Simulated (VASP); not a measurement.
# Co (P6_3/mmc) in VASP: further runs, part 2 of 2

VASP 6.6.1.

### Step 3. Single point, PBEsol-based screened hybrid with 25 % exact exchange, collinear spin, ferromagnetic start

This run uses another cell than the first one, of 10.35 Å³/atom.

POSCAR

```
Co
1.0
    2.4238453779      0.0000000000      0.0000000000
   -1.2119226890      2.0991116721      0.0000000000
    0.0000000000      0.0000000000      4.0676903166
Co
2
Direct
    0.6666666667      0.3333333333      0.7500000000
    0.3333333333      0.6666666667      0.2500000000
```

INCAR.step1

```
SYSTEM = Co
PREC = Accurate
ENCUT = 520
EDIFF = 1E-5
ISMEAR = -1
SIGMA = 0.05
LREAL = .FALSE.
LASPH = .TRUE.
NELM = 150
ALGO = Normal
ISIF = 2
LWAVE = .TRUE.
ISPIN = 2
MAGMOM = 2 2
LORBIT = 11
LMAXMIX = 4
NBANDS = 20
GGA = PE
```

INCAR.step2

```
SYSTEM = Co
PREC = Accurate
ENCUT = 520
EDIFF = 1E-6
ISMEAR = -1
SIGMA = 0.05
LREAL = .FALSE.
LASPH = .TRUE.
NELM = 150
ALGO = Normal
ISIF = 2
LWAVE = .FALSE.
LCHARG = .TRUE.
ISPIN = 2
MAGMOM = 2 2
LORBIT = 11
LMAXMIX = 4
GGA = PS
LHFCALC = .TRUE.
AEXX = 0.25
HFSCREEN = 0.207
PRECFOCK = Normal
LELF = .TRUE.
LVHAR = .TRUE.
NBANDS = 20
ISTART = 1
```

KPOINTS

```
regular mesh
0
G
  6 6 4
  0 0 0
```

Potentials or basis: VASP PAW PBE potentials, release 64 (Co).

Run with:

```bash
$ cat potpaw_PBE.64/Co/POTCAR > POTCAR
$ cp INCAR.step1 INCAR
$ mpirun -np 1 vasp_std > vasp.out
$ cp INCAR.step2 INCAR
$ mpirun -np 1 vasp_std > vasp.out
```

OUTCAR:

```text
SYSTEM = Co
   PREC = Accurate
   ENCUT = 520
   EDIFF = 1E-6
   ISMEAR = -1
   LREAL = .FALSE.
   LASPH = .TRUE.
   NELM = 150
   ISIF = 2
   ISPIN = 2
   LORBIT = 11
   GGA = PS
   LHFCALC = .TRUE.
   AEXX = 0.25
   HFSCREEN = 0.207
   PRECFOCK = Normal
   ISTART = 1

 ion  position               nearest neighbor table
   1  0.667  0.333  0.750-   2 2.47   2 2.47   2 2.47   2 2.47   2 2.47   2 2.47
   2  0.333  0.667  0.250-   1 2.47   1 2.47   1 2.47   1 2.47   1 2.47   1 2.47

  LATTYP: Found a hexagonal cell.
 ALAT       =     2.4238453779
 C/A-ratio  =     1.6781971134

  Lattice vectors:

 A1 = (   2.4238453779,   0.0000000000,   0.0000000000)
 A2 = (  -1.2119226890,   2.0991116721,   0.0000000000)
 A3 = (   0.0000000000,   0.0000000000,   4.0676903166)

Analysis of symmetry for initial positions (statically):
=====================================================================
 Subroutine PRICEL returns:
 Original cell was already a primitive cell.

 Routine SETGRP: Setting up the symmetry group for a
 hexagonal supercell.

 Subroutine GETGRP returns: Found 24 space group operations
 (whereof 12 operations were pure point group operations)
 out of a pool of 24 trial point group operations.

The static configuration has the point symmetry D_3d.
 The point group associated with its full space group is D_6h.

Analysis of symmetry for dynamics (positions and initial velocities):
=====================================================================
 Subroutine PRICEL returns:
 Original cell was already a primitive cell.

 Routine SETGRP: Setting up the symmetry group for a
 hexagonal supercell.

 Subroutine GETGRP returns: Found 24 space group operations
 (whereof 12 operations were pure point group operations)
 out of a pool of 24 trial point group operations.

The dynamic configuration has the point symmetry D_3d.
 The point group associated with its full space group is D_6h.

Analysis of structural, dynamic, and magnetic symmetry:
=====================================================================
 Subroutine PRICEL returns:
 Original cell was already a primitive cell.

 Routine SETGRP: Setting up the symmetry group for a
 hexagonal supercell.

 Subroutine GETGRP returns: Found 24 space group operations
 (whereof 12 operations were pure point group operations)
 out of a pool of 24 trial point group operations.

The overall configuration has the point symmetry D_3d.
 The point group associated with its full space group is D_6h.

 Subroutine INISYM returns: Found 24 space group operations
 (whereof 12 operations are pure point group operations),
 and found     1 'primitive' translations

----------------------------------------------------------------------------------------

                                     Primitive cell

  volume of cell :      20.6961

  direct lattice vectors                    reciprocal lattice vectors
[... 78 lines left out ...]
   LNONCOLLINEAR =      F non collinear calculations
   LSORBIT =      F    spin-orbit coupling
   LASPH  =      T    aspherical Exc in radial PAW
   ENCUT  =  520.0 eV  38.22 Ry    6.18 a.u.   4.51  4.51  7.56*2*pi/ulx,y,z
   NELM   =    150;   NELMIN=  2; NELMDL=  0     # of ELM steps
   EDIFF  = 0.1E-05   stopping-criterion for ELM
   LREAL  =      F    real-space projection
   EDIFFG = 0.1E-04   stopping-criterion for IOM
   NSW    =      0    number of steps for IOM
   IBRION =     -1    ionic relax: 0-MD 1-quasi-New 2-CG
   NFREE  =      0    steps in history (QN), initial steepest desc. (CG)
   ISIF   =      2    stress and relaxation
   ISYM   =      3    0-nonsym 1-usesym 2-fastsym
   POTIM  = 0.5000    time-step for ionic-motion
   TEBEG  =    0.0;   TEEND  =   0.0 temperature during run
   PSTRESS=    0.0 pullay stress
   NELECT =      18.0000    total number of electrons
   NUPDOWN=      -1.0000    fix difference up-down
   EMIN   =  10.00;   EMAX   =-10.00  energy-range for DOS
   EFERMI =   0.00;   METHOD = LEGACY
   ISMEAR =    -1;   SIGMA  =   0.05  broadening in eV -4-tet -1-fermi 0-gaus
   EFERMI_NEDOS =   21; number of points for ismear=-14 and -15
   IALGO  =     38    algorithm
   IMIX   =      1    mixing-type and parameters
     AMIX     =   0.40;   BMIX     =  1.00
     AMIX_MAG =   1.60;   BMIX_MAG =  1.00
  volume/ion in A,a.u.               =      10.35        69.83
  Fermi-wavevector in a.u.,A,eV,Ry     =   1.562678  2.953034 33.224926  2.441963
  Thomas-Fermi vector in A             =   2.665561
   LORBIT       =     11    0 simple, 1 ext, 2 COOP (PROOUT), +10 PAW based schemes
   GGA     = PS    functional components
   LHFCALC =     T    Hartree Fock is set to
   PRECFOCK=normal    Normal, Fast or Accurate (Low or Medium for compatibility)
   ENCUT4O =  -1.0   cutoff for four orbital integrals eV
   NKREDX  =     1    reduce k-point grid by
   NKREDY  =     1    reduce k-point grid by
   NKREDZ  =     1    reduce k-point grid by
   AEXX    =    0.2500 exact exchange contribution
   HFSCREEN=    0.2070 screening length (either q_TF or 0.3 A-1)
   HFSCREENC=   0.2070 screening length for correlation (either q_TF or 0.3 A-1)
   ENCUTFOCK=  -1.0 apply spherical cutoff to Coloumb kernel
   IVDW    =     0    specifies the selected vdW correction
   LEPSILON=     F    determine dielectric tensor
   LRPA    =     F    only Hartree local field effects (RPA)
 spin polarized calculation
  energy-cutoff  :      520.00
  volume of cell :       20.70
 maximum number of plane-waves:       573
 NGX is ok and might be reduce to    18
  NGX = 14; NGY = 14; NGZ = 24

 number of electron      17.9999992 magnetization       3.5289019

 Free energy of the ion-electron system (eV)
  ---------------------------------------------------
  ext. energy  EPLUGINS =         0.00000000
  ---------------------------------------------------
  free energy    TOTEN  =       -19.06090175 eV

  energy without entropy =      -19.05357936  energy(sigma->0) =      -19.05724055

 E-fermi :  11.1153     XC(G=0): -11.2217

 val. band max:       11.0311400151   @ k =   0.1667   0.1667   0.5000
 cond. band min:      11.2128323129   @ k =   0.3333   0.1667   0.5000
 fundamental gap:      0.1816922979
 Fermi energy:        11.1152990426

 spin component 1

 k-point     1 :       0.0000    0.0000    0.0000
  band No.  band energies     occupation
      1       0.5123      1.00000
      2       3.3610      1.00000
      3       5.5118      1.00000
      4       5.7830      1.00000
      5       5.7830      1.00000
      6       6.0723      1.00000
[... 459 lines left out ...]
      6       5.6733      1.00000
[... 12 lines left out ...]
     19      35.6439      0.00000
     20      35.6439      0.00000
 Fermi energy:        11.1152990426

 spin component 2

 k-point     1 :       0.0000    0.0000    0.0000
  band No.  band energies     occupation
      1      -0.0872      1.00000
      2       5.1027      1.00000
      3       8.9809      1.00000
      4       9.4450      1.00000
      5       9.4769      1.00000
      6       9.4769      1.00000
[... 472 lines left out ...]
     19      35.7623      0.00000
     20      35.7623      0.00000

------------------------ aborting loop because EDIFF is reached ----------------------------------------

  FORCE on cell =-STRESS in cart. coord.  units (eV):
  Direction    XX          YY          ZZ          XY          YZ          ZX
  --------------------------------------------------------------------------------------
  -------------------------------------------------------------------------------------
  Total       -0.0551952     -0.0551952     -0.0235764      0.0000000     -0.0000000      0.0000000
  in kB       -4.2729105     -4.2729105     -1.8251534      0.0000000     -0.0000000      0.0000000
  external PRESSURE =      -3.4569915 kB  Pullay stress =       0.0000000 kB

 VOLUME and BASIS-vectors are now :
 -----------------------------------------------------------------------------
  energy-cutoff  :      520.00
  volume of cell :       20.70
      direct lattice vectors                 reciprocal lattice vectors
     2.423845378  0.000000000  0.000000000     0.412567571  0.238195998  0.000000000
    -1.211922689  2.099111672  0.000000000     0.000000000  0.476391996  0.000000000
     0.000000000  0.000000000  4.067690317     0.000000000  0.000000000  0.245839757

 POSITION                                       TOTAL-FORCE (eV/Angst)
 -----------------------------------------------------------------------------------
      1.21192      0.69970      3.05077        -0.000000      0.000000     -0.000000
     -0.00000      1.39941      1.01692         0.000000      0.000000      0.000000
 -----------------------------------------------------------------------------------
    total drift:                                0.000000      0.000000      0.000000

  FREE ENERGIE OF THE ION-ELECTRON SYSTEM (eV)
  ---------------------------------------------------
  free  energy   TOTEN  =       -19.0609017471 eV

  energy  without entropy=      -19.0535793577  energy(sigma->0) =      -19.05724055

 total charge

# of ion       s       p       d       tot
------------------------------------------
    1        0.512   0.580   7.307   8.399
    2        0.512   0.580   7.307   8.399
--------------------------------------------------
tot          1.024   1.161  14.614  16.799

 magnetization (x)

# of ion       s       p       d       tot
------------------------------------------
    1       -0.034  -0.144   1.982   1.805
    2       -0.034  -0.144   1.982   1.805
--------------------------------------------------
tot         -0.067  -0.287   3.965   3.610
```

Run time: 1.6 h. Hardware: 1 thread of Oxide Virtual Turin-like, shared host; peak memory 0.22 GiB.

Results:

```
Free energy                                           : -19.0609 eV
Pressure                                              : -0.3 GPa
Net moment                                            : 3.53 μB per cell
Site moments                                          : Co +1.80 μB
Valence electrons inside the program's atomic spheres : Co 8.40
```

Stress tensor (GPa, compression positive):
```
-0.43  0.00  0.00
 0.00 -0.43  0.00
 0.00  0.00 -0.18
```

Levels at points of the mesh, in eV from the Fermi level:
Spin up:
| k point | band 9 | band 10 | band 11 | band 12 | band 13 | band 14 |
| --- | --- | --- | --- | --- | --- | --- |
| (0.00, 0.00, 0.00) | -4.73 | -3.60 | -3.60 | -0.96 | 6.14 | 23.86 |
| (0.50, 0.00, 0.00) | -3.05 | -2.95 | 0.76 | 3.39 | 10.19 | 11.18 |
| (0.00, 0.00, 0.50) | -3.95 | -3.95 | -3.95 | -3.95 | 15.28 | 15.28 |
| (0.50, 0.00, 0.50) | -2.99 | -2.99 | 1.52 | 1.52 | 7.91 | 7.91 |
Spin down:
```csv
k point,band 5,band 6,band 7,band 8,band 9,band 10
"(0.00, 0.00, 0.00)",-1.64,-1.64,-1.26,-1.26,0.38,0.38
"(0.50, 0.00, 0.00)",-1.55,-1.48,-1.23,1.89,2.03,2.31
"(0.00, 0.00, 0.50)",-1.69,-1.69,-1.69,-1.69,1.55,1.55
"(0.50, 0.00, 0.50)",-0.29,-0.29,0.41,0.41,1.97,1.97
```

Caveat: the k points lie up to 0.50 Å⁻¹ apart; the PAW data sets were made with another functional, which shifts forces and pressure a little.

### Step 4. Single point, PBEsol-based global hybrid with 25 % exact exchange, collinear spin, ferromagnetic start

This run uses another cell than the first one, of 10.64 Å³/atom.

POSCAR

```
Co
1.0
    2.4719999032      0.0000000000      0.0000000000
   -1.2359999516      2.1408147143      0.0000000000
    0.0000000000      0.0000000000      4.0211440800
Co
2
Direct
    0.6666666667      0.3333333333      0.7500000000
    0.3333333333      0.6666666667      0.2500000000
```

INCAR.step1

```
SYSTEM = Co
ALGO = Normal
EDIFF = 1E-5
ENCUT = 520
GGA = PE
ISIF = 2
ISMEAR = -1
ISPIN = 2
LASPH = .True.
LCHARG = .False.
LMAXMIX = 4
LORBIT = 11
LREAL = .False.
LWAVE = .True.
MAGMOM = 2 2
NBANDS = 20
NELM = 150
PREC = Accurate
SIGMA = 0.05
```

INCAR.step2

```
SYSTEM = Co
AEXX = 0.25
ALGO = Normal
EDIFF = 1E-6
ENCUT = 520
GGA = PS
ISIF = 2
ISMEAR = -1
ISPIN = 2
ISTART = 1
LASPH = .True.
LCHARG = .False.
LHFCALC = .True.
LMAXMIX = 4
LORBIT = 11
LREAL = .False.
LWAVE = .False.
MAGMOM = 2 2
NBANDS = 20
NELM = 150
PREC = Accurate
PRECFOCK = Normal
SIGMA = 0.05
```

KPOINTS

```
k-points
0
Gamma
  6 6 4
  0 0 0
```

Run with:

```bash
$ cat potpaw_PBE.64/Co/POTCAR > POTCAR
$ cp INCAR.step1 INCAR
$ mpirun -np 1 vasp_std > vasp.out
$ cp INCAR.step2 INCAR
$ mpirun -np 1 vasp_std > vasp.out
```

It took 1.9 h on 1 thread of Oxide Virtual Turin-like, shared host; peak memory 0.13 GiB.

It converged, with:

```
Free energy                                           : -20.7235 eV
Pressure                                              : -8.6 GPa
Net moment                                            : 3.53 μB per cell
Site moments                                          : Co +1.81 μB
Valence electrons inside the program's atomic spheres : Co 8.35
```

Stress tensor (GPa, compression positive):
```
-11.44   0.00   0.00
  0.00 -11.44   0.00
  0.00   0.00  -2.94
```

Levels at points of the mesh, in eV from the Fermi level:
Spin up:
```tsv
k point	band 7	band 8	band 9	band 10	band 11	band 12	band 13	band 14	band 15	band 16
(0.00, 0.00, 0.00)	-5.21	-4.98	-4.98	-3.76	-3.76	-0.76	6.91	23.66	26.69	26.69
(0.50, 0.00, 0.00)	-4.76	-3.57	-3.39	-3.28	1.09	3.64	10.73	11.63	13.80	15.47
(0.00, 0.00, 0.50)	-5.61	-5.61	-4.12	-4.12	-4.12	-4.12	16.32	16.32	24.43	24.43
(0.50, 0.00, 0.50)	-3.72	-3.72	-3.31	-3.31	1.90	1.90	8.11	8.11	20.11	20.11
```
Spin down:
| k point | band 5 | band 6 | band 7 | band 8 | band 9 | band 10 |
| --- | --- | --- | --- | --- | --- | --- |
| (0.00, 0.00, 0.00) | -1.74 | -1.46 | -1.35 | -1.35 | -0.14 | -0.14 |
| (0.50, 0.00, 0.00) | -1.73 | -1.60 | -1.37 | 2.36 | 2.52 | 2.75 |
| (0.00, 0.00, 0.50) | -1.89 | -1.89 | -1.89 | -1.89 | 1.93 | 1.93 |
| (0.50, 0.00, 0.50) | 0.27 | 0.27 | 0.65 | 0.65 | 2.44 | 2.44 |

Caveat: the k points lie up to 0.49 Å⁻¹ apart; the PAW data sets were made with another functional, which shifts forces and pressure a little.

### Step 5. Overview

```tsv
level	cell	share of exact exchange	screening parameter	gap on the mesh (eV)	pressure (GPa)	moment (μB)
B3LYP5	a = 2.455, b = 2.455, c = 3.994 Å, angles 90.0, 90.0, 120.0°, 2 atoms	0.2	-	none	11.6	3.35
PBEsol-based screened hybrid with 25 % exact exchange	a = 2.424, b = 2.424, c = 4.068 Å, angles 90.0, 90.0, 120.0°, 2 atoms	0.25	0.207 1/Å	none	-0.3	3.53
PBEsol-based global hybrid with 25 % exact exchange	a = 2.472, b = 2.472, c = 4.021 Å, angles 90.0, 90.0, 120.0°, 2 atoms	0.25	-	none	-8.6	3.53
```

Alike in all rows: task single point; potentials or basis VASP PAW PBE potentials, release 64 (Co); spin collinear, ferromagnetic start; k mesh 6 × 6 × 4; cutoff (eV) 520; smearing fermi-dirac 0.05 eV.

Caveats: all runs use coarse meshes; the PAW data sets were made with another functional, which shifts forces and pressure a little.

Total energies depend on the potentials used, so only differences within one code and one set of settings carry meaning.

The gap in the log of VASP goes by the Fermi energy; the results here count the filled bands.